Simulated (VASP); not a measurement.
# Be3Zn2Se5 in VASP: notebook

Be3Zn2Se5 is run at these levels: PBE; tasks: single point.

All numbers are computed with VASP 6.6.1; they aren't measurements. Logs are shortened: lines on timing, memory, paths and dates and some standing lists are left out, and cuts for length are marked.

## (1) The cell of the first run

Symmetry: I-4m2, No. 119, tetragonal system. The conventional cell has a = 3.799 Å, b = 3.799 Å, c = 27.311 Å, α = 90.00°, β = 90.00°, γ = 90.00°. Be (site symmetry -4m2) has 4 Se at 2.28 Å within 3.0 Å. Be (site symmetry 2mm) has 4 Se at 2.27 to 2.28 Å within 3.0 Å. Within 3.2 Å of Zn (site symmetry 2mm) lie 4 Se at 2.44 to 2.45 Å. Within 3.0 Å of Se (site symmetry 2mm) lie 2 Be at 2.27 Å and 2 Zn at 2.45 Å. Within 3.2 Å of Se (site symmetry -4m2) lie 4 Zn at 2.44 Å. Within 3.0 Å of Se (site symmetry 2mm) lie 4 Be at 2.28 Å.

## (2) Single point, PBE

Input file INCAR:

```
PREC = Accurate ; ENCUT = 520
EDIFF = 1E-6 ; ISMEAR = 0
SIGMA = 0.1 ; LREAL = False
LASPH = True ; NELM = 60
ALGO = Normal ; ISIF = 2
LWAVE = False ; LCHARG = True
GGA = PE ; LELF = True
LVHAR = True ; NBANDS = 41
```

Input file KPOINTS:

```
Automatic mesh
0
Gamma
  4 4 4
```

Input file POSCAR:

```
Be3Zn2Se5
1.0
    0.0000000000     -3.7993626000      0.0000000000
    3.7993626000      0.0000000000      0.0000000000
   -1.8996813000      1.8996813000     13.6555250000
Be Zn Se
3 2 5
Direct
    0.0000000000      0.0000000000      0.0000000000
    0.5921200000      0.5921200000      0.1842400000
    0.4078800000      0.4078800000      0.8157600000
    0.1939670000      0.1939670000      0.3879340000
    0.8060330000      0.8060330000      0.6120660000
    0.6374240000      0.1374240000      0.2748480000
    0.2500000000      0.7500000000      0.5000000000
    0.8625760000      0.3625760000      0.7251520000
    0.4540010000      0.9540010000      0.9080020000
    0.0459990000      0.5459990000      0.0919980000
```

Potentials or basis: VASP PAW PBE potentials, release 64 (Be, Zn, Se).

Command:

```console
$ cat potpaw_PBE.64/Be/POTCAR potpaw_PBE.64/Zn/POTCAR potpaw_PBE.64/Se/POTCAR > POTCAR
$ mpirun -np 1 vasp_std > vasp.out
```

OUTCAR:

```text
PREC = Accurate
   ENCUT = 520
   EDIFF = 1E-6
   ISMEAR = 0
   LREAL = False
   LASPH = True
   NELM = 60
   ISIF = 2
   GGA = PE

 ion  position               nearest neighbor table
   1  0.000  0.000  0.000-   9 2.28  10 2.28  10 2.28   9 2.28
   2  0.592  0.592  0.184-   6 2.27   6 2.27  10 2.28  10 2.28
   3  0.408  0.408  0.816-   8 2.27   8 2.27   9 2.28   9 2.28
   4  0.194  0.194  0.388-   7 2.44   7 2.44   6 2.45   6 2.45
   5  0.806  0.806  0.612-   7 2.44   7 2.44   8 2.45   8 2.45
   6  0.637  0.137  0.275-   2 2.27   2 2.27   4 2.45   4 2.45
   7  0.250  0.750  0.500-   5 2.44   4 2.44   5 2.44   4 2.44
   8  0.863  0.363  0.725-   3 2.27   3 2.27   5 2.45   5 2.45
   9  0.454  0.954  0.908-   1 2.28   1 2.28   3 2.28   3 2.28
  10  0.046  0.546  0.092-   1 2.28   1 2.28   2 2.28   2 2.28

  LATTYP: Found a body centered tetragonal cell.
 ALAT       =     3.7993626000
 C/A-ratio  =     7.1883241678

  Lattice vectors:

 A1 = (  -1.8996813000,  -1.8996813000, -13.6555250000)
 A2 = (   1.8996813000,   1.8996813000, -13.6555250000)
 A3 = (   1.8996813000,  -1.8996813000,  13.6555250000)

Analysis of symmetry for initial positions (statically):
=====================================================================
 Subroutine PRICEL returns:
 Original cell was already a primitive cell.

 Routine SETGRP: Setting up the symmetry group for a
 body centered tetragonal supercell.

 Subroutine GETGRP returns: Found  8 space group operations
 (whereof  8 operations were pure point group operations)
 out of a pool of 16 trial point group operations.

The static configuration has the point symmetry D_2d.

Analysis of symmetry for dynamics (positions and initial velocities):
=====================================================================
 Subroutine PRICEL returns:
 Original cell was already a primitive cell.

 Routine SETGRP: Setting up the symmetry group for a
 body centered tetragonal supercell.

 Subroutine GETGRP returns: Found  8 space group operations
 (whereof  8 operations were pure point group operations)
 out of a pool of 16 trial point group operations.

The dynamic configuration has the point symmetry D_2d.

 Subroutine INISYM returns: Found  8 space group operations
 (whereof  8 operations are pure point group operations),
 and found     1 'primitive' translations

----------------------------------------------------------------------------------------

                                     Primitive cell

  volume of cell :     197.1196

  direct lattice vectors                    reciprocal lattice vectors
     0.000000000 -3.799362600  0.000000000     0.000000000 -0.263202043  0.036615216
     3.799362600  0.000000000  0.000000000     0.263202043  0.000000000  0.036615216
    -1.899681300  1.899681300 13.655525000     0.000000000  0.000000000  0.073230432

  length of vectors
     3.799362600  3.799362600 13.917289287     0.265736692  0.265736692  0.073230432

  position of ions in fractional coordinates (direct lattice)
     0.000000000  0.000000000  0.000000000
     0.592120000  0.592120000  0.184240000
     0.407880000  0.407880000  0.815760000
     0.193967000  0.193967000  0.387934000
     0.806033000  0.806033000  0.612066000
     0.637424000  0.137424000  0.274848000
     0.250000000  0.750000000  0.500000000
     0.862576000  0.362576000  0.725152000
     0.454001000  0.954001000  0.908002000
     0.045999000  0.545999000  0.091998000

  ion indices of the primitive-cell ions
   primitive index   ion index
                 1           1
                 2           2
                 3           3
                 4           4
                 5           5
                 6           6
                 7           7
                 8           8
                 9           9
                10          10

----------------------------------------------------------------------------------------

 KPOINTS: Automatic mesh

Automatic generation of k-mesh.
 Grid dimensions read from file:
 generate k-points for:    4    4    4

 Generating k-lattice:

  Cartesian coordinates                     Fractional coordinates (reciprocal lattice)
     0.000000000 -0.065800511  0.009153804     0.250000000  0.000000000  0.000000000
     0.065800511  0.000000000  0.009153804     0.000000000  0.250000000  0.000000000
     0.000000000  0.000000000  0.018307608     0.000000000  0.000000000  0.250000000

  Length of vectors
     0.066434173  0.066434173  0.018307608

  Shift w.r.t. Gamma in fractional coordinates (k-lattice)
     0.000000000  0.000000000  0.000000000

 Subroutine IBZKPT returns following result:
 ===========================================

 Found     13 irreducible k-points:

 Following reciprocal coordinates:
            Coordinates               Weight
  0.000000  0.000000  0.000000      1.000000
  0.250000  0.000000  0.000000      8.000000
  0.500000  0.000000  0.000000      4.000000
  0.250000  0.250000  0.000000      8.000000
  0.500000  0.250000  0.000000     16.000000
 -0.250000  0.250000  0.000000      4.000000
  0.500000  0.500000  0.000000      2.000000
  0.000000  0.000000  0.250000      2.000000
  0.250000  0.000000  0.250000      8.000000
  0.500000  0.000000  0.250000      4.000000
  0.250000  0.250000  0.250000      4.000000
  0.500000  0.500000  0.250000      2.000000
  0.000000  0.000000  0.500000      1.000000
   k-points           NKPTS =     13   k-points in BZ     NKDIM =     13   number of bands    NBANDS=     41
   number of dos      NEDOS =    301   number of ions     NIONS =     10
   total plane-waves  NPLWV =  84672
   dimension x,y,z NGX =    28 NGY =   28 NGZ =  108
   dimension x,y,z NGXF=    56 NGYF=   56 NGZF=  216
   ions per type =               3   2   5
   NGX,Y,Z   is equivalent  to a cutoff of  12.25, 12.25, 12.90 a.u.
   NGXF,Y,Z  is equivalent  to a cutoff of  24.50, 24.50, 25.80 a.u.
 SYSTEM =  unknown system
   PREC   = accura    normal or accurate (medium, high low for compatibility)
   ISTART =      0    job   : 0-new  1-cont  2-samecut
   ICHARG =      2    charge: 1-file 2-atom 10-const
   ISPIN  =      1    spin polarized calculation?
   LNONCOLLINEAR =      F non collinear calculations
   LSORBIT =      F    spin-orbit coupling
   LASPH  =      T    aspherical Exc in radial PAW
   ENCUT  =  520.0 eV  38.22 Ry    6.18 a.u.   7.06  7.06 25.88*2*pi/ulx,y,z
   NELM   =     60;   NELMIN=  2; NELMDL= -5     # of ELM steps
   EDIFF  = 0.1E-05   stopping-criterion for ELM
   LREAL  =      F    real-space projection
   EDIFFG = 0.1E-04   stopping-criterion for IOM
   NSW    =      0    number of steps for IOM
   IBRION =     -1    ionic relax: 0-MD 1-quasi-New 2-CG
   NFREE  =      0    steps in history (QN), initial steepest desc. (CG)
   ISIF   =      2    stress and relaxation
   ISYM   =      2    0-nonsym 1-usesym 2-fastsym
   POTIM  = 0.5000    time-step for ionic-motion
   TEBEG  =    0.0;   TEEND  =   0.0 temperature during run
   PSTRESS=    0.0 pullay stress
   NELECT =      60.0000    total number of electrons
   NUPDOWN=      -1.0000    fix difference up-down
   EMIN   =  10.00;   EMAX   =-10.00  energy-range for DOS
   EFERMI =   0.00;   METHOD = LEGACY
   ISMEAR =     0;   SIGMA  =   0.10  broadening in eV -4-tet -1-fermi 0-gaus
   EFERMI_NEDOS =   21; number of points for ismear=-14 and -15
   IALGO  =     38    algorithm
   IMIX   =      4    mixing-type and parameters
     AMIX     =   0.40;   BMIX     =  1.00
     AMIX_MAG =   1.60;   BMIX_MAG =  1.00
  volume/ion in A,a.u.               =      19.71       133.02
  Fermi-wavevector in a.u.,A,eV,Ry     =   1.101240  2.081042 16.500185  1.212729
  Thomas-Fermi vector in A             =   2.237664
   LORBIT       =      0    0 simple, 1 ext, 2 COOP (PROOUT), +10 PAW based schemes
   GGA     = PE    functional components
   LHFCALC =     F    Hartree Fock is set to
   AEXX    =    0.0000 exact exchange contribution
   IVDW    =     0    specifies the selected vdW correction
   LEPSILON=     F    determine dielectric tensor
   LRPA    =     F    only Hartree local field effects (RPA)
 non-spin polarized calculation
 Gauss-broadening in eV      SIGMA  =   0.10
  energy-cutoff  :      520.00
  volume of cell :      197.12
 maximum number of plane-waves:      5330
   NGX = 15   NGY = 15   NGZ = 51

 number of electron      60.0000030 magnetization

 Free energy of the ion-electron system (eV)
  ---------------------------------------------------
  ext. energy  EPLUGINS =         0.00000000
  ---------------------------------------------------
  free energy    TOTEN  =       -38.23747863 eV

  energy without entropy =      -38.23747863  energy(sigma->0) =      -38.23747863

 E-fermi :   2.9718     XC(G=0):  -9.3079

 val. band max:        2.5254759636   @ k =   0.0000   0.0000   0.0000
 cond. band min:       4.8868020243   @ k =   0.0000   0.0000   0.0000
 fundamental gap:      2.3613260608
 Fermi energy:         2.9717625908

 k-point     1 :       0.0000    0.0000    0.0000
  band No.  band energies     occupation
      1     -11.0695      2.00000
      2     -10.6718      2.00000
      3     -10.5505      2.00000
      4      -9.9160      2.00000
      5      -9.6363      2.00000
      6      -4.1331      2.00000
[... 33 lines left out ...]
     40       7.6802      0.00000
     41       7.6802      0.00000

 k-point     2 :       0.2500    0.0000    0.0000
  band No.  band energies     occupation
      1     -10.7360      2.00000
      2     -10.4485      2.00000
      3     -10.2786      2.00000
      4      -9.8678      2.00000
      5      -9.6364      2.00000
      6      -4.0710      2.00000
[... 473 lines left out ...]
     40       9.1425      0.00000
     41       9.2578      0.00000

 k-point    13 :       0.0000    0.0000    0.5000
  band No.  band energies     occupation
      1     -11.0292      2.00000
      2     -10.8415      2.00000
      3     -10.2569      2.00000
      4     -10.1483      2.00000
      5      -9.5675      2.00000
      6      -4.1338      2.00000
[... 33 lines left out ...]
     40       7.9392      0.00000
     41       7.9482      0.00000

------------------------ aborting loop because EDIFF is reached ----------------------------------------

  FORCE on cell =-STRESS in cart. coord.  units (eV):
  Direction    XX          YY          ZZ          XY          YZ          ZX
  --------------------------------------------------------------------------------------
  -------------------------------------------------------------------------------------
  Total        0.6038498      0.6038498     -0.0720009      0.0000000     -0.0000000      0.0000000
  in kB        4.9080572      4.9080572     -0.5852191      0.0000000     -0.0000000      0.0000000
  external PRESSURE =       3.0769651 kB  Pullay stress =       0.0000000 kB

 VOLUME and BASIS-vectors are now :
 -----------------------------------------------------------------------------
  energy-cutoff  :      520.00
  volume of cell :      197.12
      direct lattice vectors                 reciprocal lattice vectors
     0.000000000 -3.799362600  0.000000000     0.000000000 -0.263202043  0.036615216
     3.799362600  0.000000000  0.000000000     0.263202043  0.000000000  0.036615216
    -1.899681300  1.899681300 13.655525000     0.000000000  0.000000000  0.073230432

 POSITION                                       TOTAL-FORCE (eV/Angst)
 -----------------------------------------------------------------------------------
      0.00000      0.00000      0.00000         0.000000     -0.000000     -0.000000
      1.89968     -1.89968      2.51589         0.000000     -0.000000      0.004917
      0.00000      0.00000     11.13963         0.000000      0.000000     -0.004917
      0.00000      0.00000      5.29744        -0.000000      0.000000      0.002940
      1.89968     -1.89968      8.35808         0.000000     -0.000000     -0.002940
      0.00000     -1.89968      3.75319         0.000000     -0.000000     -0.040438
      1.89968      0.00000      6.82776        -0.000000     -0.000000     -0.000000
     -0.00000     -1.89968      9.90233         0.000000     -0.000000      0.040438
      1.89968      0.00000     12.39924         0.000000     -0.000000      0.002504
      1.89968     -0.00000      1.25628        -0.000000      0.000000     -0.002504
 -----------------------------------------------------------------------------------
    total drift:                                0.000002      0.000002     -0.000000

  FREE ENERGIE OF THE ION-ELECTRON SYSTEM (eV)
  ---------------------------------------------------
  free  energy   TOTEN  =       -38.2374786347 eV

  energy  without entropy=      -38.2374786347  energy(sigma->0) =      -38.23747863
```

Wall time 1.7 min (1 thread of Intel Xeon Platinum 8488C (Sapphire Rapids), shared host); peak memory 0.32 GiB.

What came out:

```yaml
Free_energy: -38.2375 eV
Pressure: 0.3 GPa
Largest_force: 0.040 eV/Å
Band_gap_on_the_k_mesh: 2.36 eV
```

Forces on the atoms (eV/Å):
```
Be   0.000  0.000  0.000
Be   0.000  0.000  0.005
Be   0.000  0.000 -0.005
Zn   0.000  0.000  0.003
Zn   0.000  0.000 -0.003
Se   0.000  0.000 -0.040
Se   0.000  0.000  0.000
Se   0.000  0.000  0.040
Se   0.000  0.000  0.003
Se   0.000  0.000 -0.003
```

Levels at points of the mesh, in eV from the valence-band top:
| k point | band 28 | band 29 | band 30 | band 31 | band 32 | band 33 |
| --- | --- | --- | --- | --- | --- | --- |
| (0.00, 0.00, 0.00) | -0.27 | 0.00 | 0.00 | 2.36 | 2.52 | 3.08 |
| (0.50, 0.00, 0.00) | -1.11 | -0.55 | -0.43 | 3.05 | 3.39 | 3.99 |
| (0.50, 0.50, 0.00) | -2.60 | -2.47 | -2.41 | 2.68 | 3.32 | 3.36 |
| (0.00, 0.00, 0.50) | -0.62 | -0.16 | -0.16 | 2.44 | 2.93 | 3.18 |

(Continued in part 2 of 2.)
